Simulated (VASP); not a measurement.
A run of VASP 6.6.1 is set up as follows.

Contents of INCAR:

```
PREC = Accurate
ENCUT = 500
EDIFF = 1E-7
ISMEAR = -1
SIGMA = 0.1
LREAL = F
LASPH = T
NELM = 120
ALGO = Normal
ISIF = 3
LWAVE = F
LCHARG = F
GGA = PS
IBRION = 2
NSW = 60
EDIFFG = -0.02
PSTRESS = 150.0
GGA_COMPAT = F
NELMIN = 4
```

File KPOINTS:

```
Automatic mesh
0
Gamma
  10 10 10
```

File POSCAR:

```
Ti
1.0
    0.0000000000      2.0650000000      2.0650000000
    2.0650000000      0.0000000000      2.0650000000
    2.0650000000      2.0650000000      0.0000000000
Ti
1
Direct
    0.0000000000      0.0000000000      0.0000000000
```

Potentials or basis: VASP PAW PBE potentials, release 64 (Ti_sv).

Launch:

```sh
$ cat potpaw_PBE.64/Ti_sv/POTCAR > POTCAR
$ mpirun -np 1 vasp_std > vasp.out
```

Q: Estimate the relaxed cell.

A: a = 2.765 Å, b = 2.765 Å, c = 2.765 Å, α = 60.00°, β = 60.00°, γ = 60.00°.

Q: Estimate the band gap on the k mesh.

A: Zero (bands 6 and 7 overlap by 1.24 eV).

Q: Estimate the space group after relaxing (to 0.1 Å).

A: Fm-3m (No. 225).

Q: What does it give for the relaxed volume?

A: 14.95 Å³/atom.

Final structure:
```yaml
crystal:
  lattice:
    - [0.00000, 1.95522, 1.95522]
    - [1.95522, 0.00000, 1.95522]
    - [1.95522, 1.95522, 0.00000]
  atoms:
    - { symbol: Ti, position: [0.00000, 0.00000, 0.00000] }
```

Caveat: the cell is relaxed towards a set pressure, so the run minimises the enthalpy, not the energy; the volume moved by over 15 % at a fixed basis, so the end points are rough; the PAW data sets were made with another functional, which shifts forces and pressure a little.
